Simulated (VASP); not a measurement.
Input of a VASP 6.6.1 run:

Contents of POSCAR:

```
Al3GaN4
1.0
    4.4012372926      0.0000000000      0.0000000000
    0.0000000000      4.4012372926      0.0000000000
    0.0000000000      0.0000000000      4.4012372926
Al Ga N
3 1 4
Direct
    0.5000000000      0.4759008638      0.0000000000
    0.5000000000      0.0000000000      0.4759008638
    0.0000000000      0.5240991362      0.5240991362
    0.0000000000      0.0000000000      0.0000000000
    0.7444581602      0.7366348600      0.2477185396
    0.7444581602      0.2477185396      0.7366348600
    0.2711884402      0.7522814604      0.7522814604
    0.2398952394      0.2633651400      0.2633651400
```

The input INCAR.step1:

```
PREC = Accurate ; ENCUT = 520
ISMEAR = 0 ; SIGMA = 0.05
LREAL = False ; LASPH = True
NELM = 80 ; NBANDS = 31
GGA = PE ; ALGO = Normal
EDIFF = 1E-4 ; LWAVE = True
LCHARG = False
```

INCAR.step2

```
PREC = Accurate ; ENCUT = 520
EDIFF = 1E-7 ; ISMEAR = 0
SIGMA = 0.05 ; LREAL = False
LASPH = True ; NELM = 80
ALGO = Normal ; ISIF = 2
LWAVE = False ; LCHARG = False
METAGGA = R2SCAN ; LMIXTAU = True
NBANDS = 31 ; ISTART = 1
```

File KPOINTS:

```
Automatic mesh
0
Gamma
  6 6 6
```

Potentials or basis: VASP PAW PBE potentials, release 64 (Al, Ga_d, N).

The run is started by

```bash
$ cat potpaw_PBE.64/Al/POTCAR potpaw_PBE.64/Ga_d/POTCAR potpaw_PBE.64/N/POTCAR > POTCAR
$ cp INCAR.step1 INCAR
$ mpirun -np 1 vasp_std > vasp.out
$ cp INCAR.step2 INCAR
$ mpirun -np 1 vasp_std > vasp.out
```

Q: What does it give for the pressure?

A: -0.2 GPa.

Q: Estimate the band gap on the k mesh.

A: 3.85 eV.

Forces on the atoms (eV/Å):
```
Al  -0.044  1.263 -0.004
Al  -0.044 -0.004  1.263
Al  -0.163 -1.256 -1.256
Ga  -0.002  0.007  0.007
N    0.009  0.132  0.293
N    0.009  0.293  0.132
N   -0.313 -0.229 -0.229
N    0.547 -0.206 -0.206
```

Caveat: the cell differs from its parent crystal (atoms displaced along a vibrational mode); the PAW data sets were made with another functional, which shifts forces and pressure a little. A k mesh can miss the band edges.
